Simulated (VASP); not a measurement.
# ZnMo2Se4 (P3m1) in VASP: a series of runs

The runs below take ZnMo2Se4 through single point, with PBE.

Everything below comes from runs of VASP 6.6.1. Logs are shortened: lines on timing, memory, paths and dates and some standing lists are left out, and cuts for length are marked.

## (1) The cell of the first run

The structure is trigonal, space group P3m1 (No. 156). Conventional cell: a = 3.246 Å, b = 3.246 Å, c = 17.510 Å, α = 90.00°, β = 90.00°, γ = 120.00°. Mo (site symmetry 3m) has 6 Se at 2.49 Å and 6 Mo at 3.25 Å within 3.3 Å. Within 3.3 Å of Mo (site symmetry 3m) lie 6 Se at 2.49 to 2.50 Å and 6 Mo at 3.25 Å. Se (site symmetry 3m) has 3 Mo at 2.49 Å and 7 Se at 3.25 to 3.29 Å and 1 Zn at 3.27 Å within 3.3 Å. Within 3.4 Å of Se (site symmetry 3m) lie 3 Mo at 2.50 Å and 7 Se at 3.25 to 3.29 Å and 3 Zn at 3.36 Å. Se (site symmetry 3m) has 3 Mo at 2.49 Å and 7 Se at 3.25 to 3.29 Å within 3.3 Å. Se (site symmetry 3m) has 3 Mo at 2.49 Å and 7 Se at 3.25 to 3.29 Å within 3.3 Å. Within 4.7 Å of Zn (site symmetry 3m) lie 6 Zn at 3.25 Å and 13 Se at 3.27 to 4.67 Å and 1 Mo at 4.44 Å.

## (2) Single point, PBE

Contents of INCAR:

```
PREC = Accurate ; ENCUT = 520
EDIFF = 1E-6 ; ISMEAR = -1
SIGMA = 0.05 ; LREAL = False
LASPH = True ; NELM = 60
ALGO = Normal ; ISIF = 2
LWAVE = False ; LCHARG = False
GGA = PE ; NBANDS = 41
```

Contents of KPOINTS:

```
regular mesh
0
Gamma
  9 9 2
```

Contents of POSCAR:

```
ZnMo2Se4
1.0
    3.2457310206      0.0000000000      0.0000000000
   -1.6228655103      2.8108855177      0.0000000000
    0.0000000000      0.0000000000     17.5104984453
Mo Se Zn
2 4 1
Direct
    0.6666666667      0.3333333333      0.2392630000
    0.0000000000      0.0000000000      0.7732790000
    0.0000000000      0.0000000000      0.3332870000
    0.6666666667      0.3333333333      0.6788960000
    0.6666666667      0.3333333333      0.8669470000
    0.0000000000      0.0000000000      0.1453890000
    0.0000000000      0.0000000000      0.5199400000
```

Potentials or basis: VASP PAW PBE potentials, release 64 (Mo_sv, Se, Zn).

Command:

```
$ cat potpaw_PBE.64/Mo_sv/POTCAR potpaw_PBE.64/Se/POTCAR potpaw_PBE.64/Zn/POTCAR > POTCAR
$ mpirun -np 1 vasp_std > vasp.out
```

OUTCAR:

```text
PREC = Accurate
   ENCUT = 520
   EDIFF = 1E-6
   ISMEAR = -1
   LREAL = False
   LASPH = True
   NELM = 60
   ISIF = 2
   GGA = PE

 ion  position               nearest neighbor table
   1  0.667  0.333  0.239-   6 2.49   6 2.49   6 2.49   3 2.49   3 2.49   3 2.49
   2  0.000  0.000  0.773-   5 2.49   5 2.49   5 2.49   4 2.50   4 2.50   4 2.50
   3  0.000  0.000  0.333-   1 2.49   1 2.49   1 2.49
   4  0.667  0.333  0.679-   2 2.50   2 2.50   2 2.50
   5  0.667  0.333  0.867-   2 2.49   2 2.49   2 2.49
   6  0.000  0.000  0.145-   1 2.49   1 2.49   1 2.49
   7  0.000  0.000  0.520-

  LATTYP: Found a hexagonal cell.
 ALAT       =     3.2457310206
 C/A-ratio  =     5.3949320921

  Lattice vectors:

 A1 = (   3.2457310206,   0.0000000000,   0.0000000000)
 A2 = (  -1.6228655103,   2.8108855177,   0.0000000000)
 A3 = (   0.0000000000,   0.0000000000,  17.5104984453)

Analysis of symmetry for initial positions (statically):
=====================================================================
 Subroutine PRICEL returns:
 Original cell was already a primitive cell.

 Routine SETGRP: Setting up the symmetry group for a
 hexagonal supercell.

 Subroutine GETGRP returns: Found  6 space group operations
 (whereof  6 operations were pure point group operations)
 out of a pool of 24 trial point group operations.

The static configuration has the point symmetry C_3v.

Analysis of symmetry for dynamics (positions and initial velocities):
=====================================================================
 Subroutine PRICEL returns:
 Original cell was already a primitive cell.

 Routine SETGRP: Setting up the symmetry group for a
 hexagonal supercell.

 Subroutine GETGRP returns: Found  6 space group operations
 (whereof  6 operations were pure point group operations)
 out of a pool of 24 trial point group operations.

The dynamic configuration has the point symmetry C_3v.

 Subroutine INISYM returns: Found  6 space group operations
 (whereof  6 operations are pure point group operations),
 and found     1 'primitive' translations

----------------------------------------------------------------------------------------

                                     Primitive cell

  volume of cell :     159.7549

  direct lattice vectors                    reciprocal lattice vectors
     3.245731021  0.000000000  0.000000000     0.308097003  0.177879888  0.000000000
    -1.622865510  2.810885518  0.000000000     0.000000000  0.355759775  0.000000000
     0.000000000  0.000000000 17.510498445     0.000000000  0.000000000  0.057108597

  length of vectors
     3.245731021  3.245731021 17.510498445     0.355759775  0.355759775  0.057108597

  position of ions in fractional coordinates (direct lattice)
     0.666666667  0.333333333  0.239263000
     0.000000000  0.000000000  0.773279000
     0.000000000  0.000000000  0.333287000
     0.666666667  0.333333333  0.678896000
     0.666666667  0.333333333  0.866947000
     0.000000000  0.000000000  0.145389000
     0.000000000  0.000000000  0.519940000

  ion indices of the primitive-cell ions
   primitive index   ion index
                 1           1
                 2           2
                 3           3
                 4           4
                 5           5
                 6           6
                 7           7

----------------------------------------------------------------------------------------

 KPOINTS: regular mesh

Automatic generation of k-mesh.
 Grid dimensions read from file:
 generate k-points for:    9    9    2

 Generating k-lattice:

  Cartesian coordinates                     Fractional coordinates (reciprocal lattice)
     0.034233000  0.019764432  0.000000000     0.111111111  0.000000000  0.000000000
     0.000000000  0.039528864  0.000000000     0.000000000  0.111111111  0.000000000
     0.000000000  0.000000000  0.028554299     0.000000000  0.000000000  0.500000000

  Length of vectors
     0.039528864  0.039528864  0.028554299

  Shift w.r.t. Gamma in fractional coordinates (k-lattice)
     0.000000000  0.000000000  0.000000000

 Subroutine IBZKPT returns following result:
 ===========================================

 Found     24 irreducible k-points:

 Following reciprocal coordinates:
            Coordinates               Weight
  0.000000  0.000000  0.000000      1.000000
  0.111111  0.000000  0.000000      6.000000
  0.222222  0.000000  0.000000      6.000000
  0.333333  0.000000  0.000000      6.000000
  0.444444  0.000000  0.000000      6.000000
  0.111111  0.111111  0.000000      6.000000
[... 16 lines left out ...]
  0.333333  0.222222  0.500000     12.000000
  0.333333  0.333333  0.500000      2.000000
   k-points           NKPTS =     24   k-points in BZ     NKDIM =     24   number of bands    NBANDS=     41
   number of dos      NEDOS =    301   number of ions     NIONS =      7
   total plane-waves  NPLWV =  80640
   dimension x,y,z NGX =    24 NGY =   24 NGZ =  140
   dimension x,y,z NGXF=    48 NGYF=   48 NGZF=  280
   ions per type =               2   4   1
   NGX,Y,Z   is equivalent  to a cutoff of  12.29, 12.29, 13.29 a.u.
   NGXF,Y,Z  is equivalent  to a cutoff of  24.59, 24.59, 26.58 a.u.
 SYSTEM =  unknown system
   PREC   = accura    normal or accurate (medium, high low for compatibility)
   ISTART =      0    job   : 0-new  1-cont  2-samecut
   ICHARG =      2    charge: 1-file 2-atom 10-const
   ISPIN  =      1    spin polarized calculation?
   LNONCOLLINEAR =      F non collinear calculations
   LSORBIT =      F    spin-orbit coupling
   LASPH  =      T    aspherical Exc in radial PAW
   ENCUT  =  520.0 eV  38.22 Ry    6.18 a.u.   6.03  6.03 32.56*2*pi/ulx,y,z
   NELM   =     60;   NELMIN=  2; NELMDL= -5     # of ELM steps
   EDIFF  = 0.1E-05   stopping-criterion for ELM
   LREAL  =      F    real-space projection
   EDIFFG = 0.1E-04   stopping-criterion for IOM
   NSW    =      0    number of steps for IOM
   IBRION =     -1    ionic relax: 0-MD 1-quasi-New 2-CG
   NFREE  =      0    steps in history (QN), initial steepest desc. (CG)
   ISIF   =      2    stress and relaxation
   ISYM   =      2    0-nonsym 1-usesym 2-fastsym
   POTIM  = 0.5000    time-step for ionic-motion
   TEBEG  =    0.0;   TEEND  =   0.0 temperature during run
   PSTRESS=    0.0 pullay stress
   NELECT =      64.0000    total number of electrons
   NUPDOWN=      -1.0000    fix difference up-down
   EMIN   =  10.00;   EMAX   =-10.00  energy-range for DOS
   EFERMI =   0.00;   METHOD = LEGACY
   ISMEAR =    -1;   SIGMA  =   0.05  broadening in eV -4-tet -1-fermi 0-gaus
   EFERMI_NEDOS =   21; number of points for ismear=-14 and -15
   IALGO  =     38    algorithm
   IMIX   =      4    mixing-type and parameters
     AMIX     =   0.40;   BMIX     =  1.00
     AMIX_MAG =   1.60;   BMIX_MAG =  1.00
  volume/ion in A,a.u.               =      22.82       154.01
  Fermi-wavevector in a.u.,A,eV,Ry     =   1.206841  2.280599 19.816415  1.456465
  Thomas-Fermi vector in A             =   2.342496
   LORBIT       =      0    0 simple, 1 ext, 2 COOP (PROOUT), +10 PAW based schemes
   GGA     = PE    functional components
   LHFCALC =     F    Hartree Fock is set to
   AEXX    =    0.0000 exact exchange contribution
   IVDW    =     0    specifies the selected vdW correction
   LEPSILON=     F    determine dielectric tensor
   LRPA    =     F    only Hartree local field effects (RPA)
 non-spin polarized calculation
  energy-cutoff  :      520.00
  volume of cell :      159.75
 maximum number of plane-waves:      4356
   NGX = 13   NGY = 13   NGZ = 65

 number of electron      64.0000006 magnetization

 Free energy of the ion-electron system (eV)
  ---------------------------------------------------
  ext. energy  EPLUGINS =         0.00000000
  ---------------------------------------------------
  free energy    TOTEN  =       -40.19628664 eV

  energy without entropy =      -40.19065331  energy(sigma->0) =      -40.19346998

 E-fermi :   5.3915     XC(G=0):  -9.6857

 val. band max:        5.3719782206   @ k =   0.3333   0.3333   0.5000
 cond. band min:       5.5082252740   @ k =   0.2222   0.1111   0.5000
 fundamental gap:      0.1362470534
 Fermi energy:         5.3914746340

 k-point     1 :       0.0000    0.0000    0.0000
  band No.  band energies     occupation
      1     -56.7706      2.00000
      2     -56.6684      2.00000
      3     -30.9804      2.00000
      4     -30.8718      2.00000
      5     -30.7470      2.00000
      6     -30.7470      2.00000
[... 33 lines left out ...]
     40       7.3851      0.00000
     41       8.1172      0.00000

 k-point     2 :       0.1111    0.0000    0.0000
  band No.  band energies     occupation
      1     -56.7671      2.00000
      2     -56.6649      2.00000
      3     -30.9725      2.00000
      4     -30.8638      2.00000
      5     -30.7843      2.00000
      6     -30.7555      2.00000
[... 33 lines left out ...]
     40       7.3680      0.00000
     41       8.5896      0.00000

 k-point     3 :       0.2222    0.0000    0.0000
  band No.  band energies     occupation
      1     -56.7583      2.00000
      2     -56.6561      2.00000
      3     -30.9523      2.00000
      4     -30.8777      2.00000
      5     -30.8436      2.00000
      6     -30.7801      2.00000
[... 33 lines left out ...]
     40       7.8320      0.00000
     41       9.1626      0.00000

 k-point     4 :       0.3333    0.0000    0.0000
  band No.  band energies     occupation
      1     -56.7483      2.00000
      2     -56.6461      2.00000
      3     -30.9821      2.00000
      4     -30.9293      2.00000
      5     -30.8845      2.00000
      6     -30.8205      2.00000
[... 825 lines left out ...]
     40       8.3278      0.00000
     41       8.8232      0.00000

 k-point    23 :       0.3333    0.2222    0.5000
  band No.  band energies     occupation
      1     -56.7388      2.00000
      2     -56.6366      2.00000
      3     -31.0125      2.00000
      4     -30.9149      2.00000
      5     -30.9076      2.00000
      6     -30.8917      2.00000
[... 33 lines left out ...]
     40       8.2136      0.00000
     41       8.6219      0.00000

 k-point    24 :       0.3333    0.3333    0.5000
  band No.  band energies     occupation
      1     -56.7371      2.00000
      2     -56.6349      2.00000
      3     -30.9830      2.00000
      4     -30.9438      2.00000
      5     -30.9036      2.00000
      6     -30.8854      2.00000
[... 33 lines left out ...]
     40       7.7875      0.00000
     41       8.6169      0.00000

------------------------ aborting loop because EDIFF is reached ----------------------------------------

  FORCE on cell =-STRESS in cart. coord.  units (eV):
  Direction    XX          YY          ZZ          XY          YZ          ZX
  --------------------------------------------------------------------------------------
  -------------------------------------------------------------------------------------
  Total        5.5111118      5.5111118      6.6889476      0.0000000      0.0000000      0.0000000
  in kB       55.2707827     55.2707827     67.0832634      0.0000000      0.0000000      0.0000000
  external PRESSURE =      59.2082763 kB  Pullay stress =       0.0000000 kB

 VOLUME and BASIS-vectors are now :
 -----------------------------------------------------------------------------
  energy-cutoff  :      520.00
  volume of cell :      159.75
      direct lattice vectors                 reciprocal lattice vectors
     3.245731021  0.000000000  0.000000000     0.308097003  0.177879888  0.000000000
    -1.622865510  2.810885518  0.000000000     0.000000000  0.355759775  0.000000000
     0.000000000  0.000000000 17.510498445     0.000000000  0.000000000  0.057108597

 POSITION                                       TOTAL-FORCE (eV/Angst)
 -----------------------------------------------------------------------------------
      1.62287      0.93696      4.18961        -0.000000      0.000000      0.020217
      0.00000      0.00000     13.54050        -0.000000     -0.000000     -0.009534
      0.00000      0.00000      5.83602        -0.000000     -0.000000      0.897764
      1.62287      0.93696     11.88781        -0.000000      0.000000     -0.854620
      1.62287      0.93696     15.18067         0.000000     -0.000000      0.981796
      0.00000      0.00000      2.54583        -0.000000     -0.000000     -0.950119
      0.00000      0.00000      9.10441         0.000000     -0.000000     -0.085504
 -----------------------------------------------------------------------------------
    total drift:                               -0.000001      0.000000      0.001134

  FREE ENERGIE OF THE ION-ELECTRON SYSTEM (eV)
  ---------------------------------------------------
  free  energy   TOTEN  =       -40.1962866422 eV

  energy  without entropy=      -40.1906533092  energy(sigma->0) =      -40.19346998
```

It took 4.2 min on 1 thread of Oxide Virtual Turin-like, shared host; peak memory 0.32 GiB.

What came out:

```yaml
Free_energy: -40.1963 eV
Pressure: 5.9 GPa
Largest_force: 0.982 eV/Å
Band_gap_on_the_k_mesh: 0.14 eV (least direct gap 0.20 eV)
```

Forces on the atoms (eV/Å):
```
Mo   0.000  0.000  0.020
Mo   0.000  0.000 -0.010
Se   0.000  0.000  0.898
Se   0.000  0.000 -0.855
Se   0.000  0.000  0.982
Se   0.000  0.000 -0.950
Zn   0.000  0.000 -0.086
```

Caveat: the cell stands under pressure. A k mesh can miss the band edges.

(Part 1 of 2 ends here.)
